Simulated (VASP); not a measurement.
# MgO (qha) (Fm-3m) in VASP: notebook

Runs on MgO (qha). Level: PBEsol. Tasks: single point, relaxation of cell and atoms.

Program: VASP 6.6.1. These are calculated values, not measurements. Logs are shortened: lines on timing, memory, paths and dates and some standing lists are left out, and cuts for length are marked.

## Step 1: The cell of the first run

Symmetry: Fm-3m, No. 225, cubic system. The conventional cell has a = 4.214 Å, b = 4.214 Å, c = 4.214 Å, α = 90.00°, β = 90.00°, γ = 90.00°. Within 2.8 Å of Mg (site symmetry m-3m) lie 6 O at 2.11 Å. Within 2.8 Å of O (site symmetry m-3m) lie 6 Mg at 2.11 Å.

## Step 2: Single point, PBEsol

Input file INCAR:

```
PREC = Accurate
ENCUT = 520
EDIFF = 1E-7
ISMEAR = 0
SIGMA = 0.01
LREAL = F
LASPH = T
NELM = 60
ALGO = Normal
ISIF = 2
LWAVE = F
LCHARG = F
GGA = PS
NBANDS = 11
```

Input file KPOINTS:

```
regular mesh
0
Gamma
  12 12 12
```

Input file POSCAR:

```
MgO
1.0
    0.0000000000      2.1071057242      2.1071057242
    2.1071057242      0.0000000000      2.1071057242
    2.1071057242      2.1071057242      0.0000000000
Mg O
1 1
Direct
    0.0000000000      0.0000000000      0.0000000000
    0.5000000000      0.5000000000      0.5000000000
```

Potentials or basis: VASP PAW PBE potentials, release 64 (Mg, O).

Launch:

```console
$ cat potpaw_PBE.64/Mg/POTCAR potpaw_PBE.64/O/POTCAR > POTCAR
$ mpirun -np 1 vasp_std > vasp.out
```

OUTCAR:

```text
PREC = Accurate
   ENCUT = 520
   EDIFF = 1E-7
   ISMEAR = 0
   LREAL = F
   LASPH = T
   NELM = 60
   ISIF = 2
   GGA = PS

 ion  position               nearest neighbor table
   1  0.000  0.000  0.000-   2 2.11   2 2.11   2 2.11   2 2.11   2 2.11   2 2.11
   2  0.500  0.500  0.500-   1 2.11   1 2.11   1 2.11   1 2.11   1 2.11   1 2.11

  LATTYP: Found a face centered cubic cell.
 ALAT       =     4.2142114484

  Lattice vectors:

 A1 = (   0.0000000000,   2.1071057242,   2.1071057242)
 A2 = (   2.1071057242,   0.0000000000,   2.1071057242)
 A3 = (   2.1071057242,   2.1071057242,   0.0000000000)

Analysis of symmetry for initial positions (statically):
=====================================================================
 Subroutine PRICEL returns:
 Original cell was already a primitive cell.

 Routine SETGRP: Setting up the symmetry group for a
 face centered cubic supercell.

 Subroutine GETGRP returns: Found 48 space group operations
 (whereof 48 operations were pure point group operations)
 out of a pool of 48 trial point group operations.

The static configuration has the point symmetry O_h .

Analysis of symmetry for dynamics (positions and initial velocities):
=====================================================================
 Subroutine PRICEL returns:
 Original cell was already a primitive cell.

 Routine SETGRP: Setting up the symmetry group for a
 face centered cubic supercell.

 Subroutine GETGRP returns: Found 48 space group operations
 (whereof 48 operations were pure point group operations)
 out of a pool of 48 trial point group operations.

The dynamic configuration has the point symmetry O_h .

 Subroutine INISYM returns: Found 48 space group operations
 (whereof 48 operations are pure point group operations),
 and found     1 'primitive' translations

----------------------------------------------------------------------------------------

                                     Primitive cell

  volume of cell :      18.7107

  direct lattice vectors                    reciprocal lattice vectors
     0.000000000  2.107105724  2.107105724    -0.237292317  0.237292317  0.237292317
     2.107105724  0.000000000  2.107105724     0.237292317 -0.237292317  0.237292317
     2.107105724  2.107105724  0.000000000     0.237292317  0.237292317 -0.237292317

  length of vectors
     2.979897493  2.979897493  2.979897493     0.411002350  0.411002350  0.411002350
[... 87 lines left out ...]
   ISIF   =      2    stress and relaxation
   ISYM   =      2    0-nonsym 1-usesym 2-fastsym
   POTIM  = 0.5000    time-step for ionic-motion
   TEBEG  =    0.0;   TEEND  =   0.0 temperature during run
   PSTRESS=    0.0 pullay stress
   NELECT =       8.0000    total number of electrons
   NUPDOWN=      -1.0000    fix difference up-down
   EMIN   =  10.00;   EMAX   =-10.00  energy-range for DOS
   EFERMI =   0.00;   METHOD = LEGACY
   ISMEAR =     0;   SIGMA  =   0.01  broadening in eV -4-tet -1-fermi 0-gaus
   EFERMI_NEDOS =   21; number of points for ismear=-14 and -15
   IALGO  =     38    algorithm
   IMIX   =      4    mixing-type and parameters
     AMIX     =   0.40;   BMIX     =  1.00
     AMIX_MAG =   1.60;   BMIX_MAG =  1.00
  volume/ion in A,a.u.               =       9.36        63.13
  Fermi-wavevector in a.u.,A,eV,Ry     =   1.233318  2.330634 20.695468  1.521074
  Thomas-Fermi vector in A             =   2.368053
   LORBIT       =      0    0 simple, 1 ext, 2 COOP (PROOUT), +10 PAW based schemes
   GGA     = PS    functional components
   LHFCALC =     F    Hartree Fock is set to
   AEXX    =    0.0000 exact exchange contribution
   IVDW    =     0    specifies the selected vdW correction
   LEPSILON=     F    determine dielectric tensor
   LRPA    =     F    only Hartree local field effects (RPA)
 non-spin polarized calculation
 Gauss-broadening in eV      SIGMA  =   0.01
  energy-cutoff  :      520.00
  volume of cell :       18.71
 maximum number of plane-waves:       532
 NGX is ok and might be reduce to    24
   NGX = 11   NGY = 11   NGZ = 11

 number of electron       8.0000005 magnetization

 Free energy of the ion-electron system (eV)
  ---------------------------------------------------
  ext. energy  EPLUGINS =         0.00000000
  ---------------------------------------------------
  free energy    TOTEN  =       -12.51245126 eV

  energy without entropy =      -12.51245126  energy(sigma->0) =      -12.51245126

 E-fermi :   3.0943     XC(G=0): -11.3030

 val. band max:        3.0557254055   @ k =   0.0000   0.0000   0.0000
 cond. band min:       7.6753246856   @ k =   0.0000   0.0000   0.0000
 fundamental gap:      4.6195992802
 Fermi energy:         3.0942650247

 k-point     1 :       0.0000    0.0000    0.0000
  band No.  band energies     occupation
      1     -14.1422      2.00000
      2       3.0557      2.00000
      3       3.0557      2.00000
      4       3.0557      2.00000
      5       7.6753      0.00000
      6      18.6792      0.00000
      7      18.6792      0.00000
      8      18.6792      0.00000
      9      22.5178      0.00000
     10      24.3996      0.00000
     11      24.3996      0.00000
[... 309 lines left out ...]
 k-point    24 :      -0.4167    0.1667    0.0000
  band No.  band energies     occupation
      1     -12.7436      2.00000
      2      -1.2112      2.00000
      3       1.4530      2.00000
      4       2.2642      2.00000
      5      11.9535      0.00000
      6      15.2846      0.00000
      7      17.1128      0.00000
      8      19.8527      0.00000
      9      23.5530      0.00000
     10      25.2331      0.00000
     11      27.0883      0.00000

 [... further k-points ...]

------------------------ aborting loop because EDIFF is reached ----------------------------------------

  FORCE on cell =-STRESS in cart. coord.  units (eV):
  Direction    XX          YY          ZZ          XY          YZ          ZX
  --------------------------------------------------------------------------------------
  -------------------------------------------------------------------------------------
  Total       -0.0593468     -0.0593468     -0.0593468     -0.0000000      0.0000000      0.0000000
  in kB       -5.0818135     -5.0818135     -5.0818135     -0.0000000      0.0000000      0.0000000
  external PRESSURE =      -5.0818135 kB  Pullay stress =       0.0000000 kB

 VOLUME and BASIS-vectors are now :
 -----------------------------------------------------------------------------
  energy-cutoff  :      520.00
  volume of cell :       18.71
      direct lattice vectors                 reciprocal lattice vectors
     0.000000000  2.107105724  2.107105724    -0.237292317  0.237292317  0.237292317
     2.107105724  0.000000000  2.107105724     0.237292317 -0.237292317  0.237292317
     2.107105724  2.107105724  0.000000000     0.237292317  0.237292317 -0.237292317

 POSITION                                       TOTAL-FORCE (eV/Angst)
 -----------------------------------------------------------------------------------
      0.00000      0.00000      0.00000        -0.000000     -0.000000      0.000000
      2.10711      2.10711      2.10711         0.000000      0.000000     -0.000000
 -----------------------------------------------------------------------------------
    total drift:                               -0.000000     -0.000000      0.000000

  FREE ENERGIE OF THE ION-ELECTRON SYSTEM (eV)
  ---------------------------------------------------
  free  energy   TOTEN  =       -12.5124512609 eV

  energy  without entropy=      -12.5124512608  energy(sigma->0) =      -12.51245126
```

stdout:

```text
POSCAR found type information on POSCAR MgO
 POSCAR found :  2 types and       2 ions
 scaLAPACK will be used
 -----------------------------------------------------------------------------
|                                                                             |
|                                                                             |
|     You enforced a specific xc type in the INCAR file but a different       |
|     I HOPE YOU KNOW WHAT YOU ARE DOING!                                     |
|                                                                             |
 -----------------------------------------------------------------------------

 LDA part: xc-table for (Slater+PW92), standard interpolation
 POSCAR, INCAR and KPOINTS ok, starting setup
 FFT: planning ... GRIDC
 FFT: planning ... GRID_SOFT
 FFT: planning ... GRID
 WAVECAR not read
 entering main loop
```

Wall time 10 s (1 thread of Intel Xeon Platinum 8259CL at 2.50GHz (Skylake/Cascade Lake), shared host); peak memory 0.15 GiB.

Results:

| Quantity | Value |
| --- | --- |
| Free energy | -12.5125 eV |
| Pressure | -0.5 GPa |
| Band gap on the k mesh | 4.62 eV, direct |

Caveat: the PAW data sets were made with another functional, which shifts forces and pressure a little. PBEsol gaps usually lie below the measured ones, often by a third to a half.

## Step 3: Relaxation of cell and atoms, PBEsol

Input file INCAR:

```
SYSTEM = MgO
PREC     = Accurate       ! precision mode
ENCUT    = 600            ! plane-wave cutoff, eV
EDIFF    = 1E-6           ! SCF threshold, eV
ISMEAR   = 0              ! smearing method
SIGMA    = 0.01           ! smearing width, eV
LREAL    = .False.        ! projectors in reciprocal space
LASPH    = .True.         ! aspherical terms in the spheres
NELM     = 80             ! most SCF steps
ALGO     = Normal         ! electronic algorithm
ISIF     = 3              ! what is computed and relaxed
LWAVE    = .False.        ! write WAVECAR
LCHARG   = .False.        ! write CHGCAR
GGA      = PS             ! functional
IBRION   = 2              ! ionic algorithm
NSW      = 80             ! ionic steps
EDIFFG   = -0.001         ! ionic threshold
```

Input file KPOINTS:

```
Automatic mesh
0
Gamma
  12 12 12
  0 0 0
```

Input file POSCAR:

```
MgO
1.0
    0.0000000000      2.1071294721      2.1071294721
    2.1071294721      0.0000000000      2.1071294721
    2.1071294721      2.1071294721      0.0000000000
Mg O
1 1
Direct
    0.0000000000      0.0000000000      0.0000000000
    0.5000000000      0.5000000000      0.5000000000
```

Potentials or basis: VASP PAW PBE potentials, release 64 (Mg, O).

Launch:

```console
$ cat potpaw_PBE.64/Mg/POTCAR potpaw_PBE.64/O/POTCAR > POTCAR
$ mpirun -np 1 vasp_std > vasp.out
```

Wall time 14 s (1 thread of Intel Xeon Platinum 8259CL at 2.50GHz (Skylake/Cascade Lake), shared host); peak memory 0.15 GiB.

It converged, with:

* Free energy: -12.5156 eV
* Relaxed volume: 9.31 Å³/atom
* Relaxed cell: a = 2.975 Å, b = 2.975 Å, c = 2.975 Å, α = 60.00°, β = 60.00°, γ = 60.00°
* Space group after relaxing (to 0.05 Å): Fm-3m (No. 225)
* Energy gained by relaxing: 0.1 meV/atom
* Ionic steps: 3
* Pressure after relaxing: 0.0 GPa
* Band gap on the k mesh: 4.66 eV, direct

The path:
```csv
step,energy change (eV),largest force (eV/Å),pressure (GPa),volume (Å³)
1,0.0000,0.0000,-0.74,18.71
2,-0.0002,0.0000,0.27,18.60
3,-0.0002,0.0000,-0.01,18.63
```

Final structure:
```
CELL_PARAMETERS angstrom
0.00000 2.10392 2.10392
2.10392 0.00000 2.10392
2.10392 2.10392 0.00000
ATOMIC_POSITIONS crystal
Mg 0.00000 0.00000 0.00000
O 0.50000 0.50000 0.50000
```

Levels at points of the mesh, in eV from the valence-band top:
| k point | band 1 | band 2 | band 3 | band 4 | band 5 | band 6 | band 7 | band 8 |
| --- | --- | --- | --- | --- | --- | --- | --- | --- |
| (0.00, 0.00, 0.00) | -17.22 | 0.00 | 0.00 | 0.00 | 4.66 | 15.65 | 15.65 | 15.65 |
| (0.50, 0.00, 0.00) | -15.90 | -4.69 | -0.67 | -0.67 | 7.76 | 12.54 | 16.21 | 16.21 |
| (0.50, 0.50, 0.00) | -15.63 | -4.16 | -1.37 | -1.37 | 8.93 | 9.91 | 13.00 | 18.89 |

Caveat: the PAW data sets were made with another functional, which shifts forces and pressure a little. A k mesh can miss the band edges.
